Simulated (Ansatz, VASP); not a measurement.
**SnSe2 in VASP and in Ansatz**

```
Sn Se
1.0
     3.82468    0.00000    0.00000
    -1.91234    3.31227    0.00000
     0.00000    0.00000    6.22798
Sn Se
1 2
Direct
  0.00000 0.00000 0.00000
  0.33333 0.66667 0.25268
  0.66667 0.33333 0.74732
```

Alike in both runs: functional r2SCAN; dispersion D3(BJ); k mesh 9 × 9 × 6; no spin polarisation.

Ansatz relaxed the structure, and its values are those at the end. VASP's run is a single point on that final structure, the one shown.

```csv
,VASP,Ansatz
version,VASP 6.6.1,Ansatz 0.2.0
potentials or method,"VASP PAW PBE potentials, release 64 (Sn_d, Se), cutoff 520 eV","scalar-relativistic, plane waves, PAW"
occupations,"gaussian, width 0.01 eV",fixed
valence electrons in the cell,26,46
```

Ansatz gave:

- gap on the k mesh at the Fermi level (eV): 0.94
- least direct gap on the mesh (eV): 1.49
- pressure (GPa): 0.0
- rms of the force components (eV/Å): 0.000

Task: Which values does VASP return?

Result: gap on the k mesh at the Fermi level (eV): 0.94; least direct gap on the mesh (eV): 1.50; pressure (GPa): 0.0; rms of the force components (eV/Å): 0.006.

VASP's potentials were made for PBE, not for r2SCAN. VASP's potentials hold 26 valence electrons a cell and Ansatz's 46, so a difference there can come from the potentials and not from the codes. Ansatz's warnings: dispersion damping borrowed.
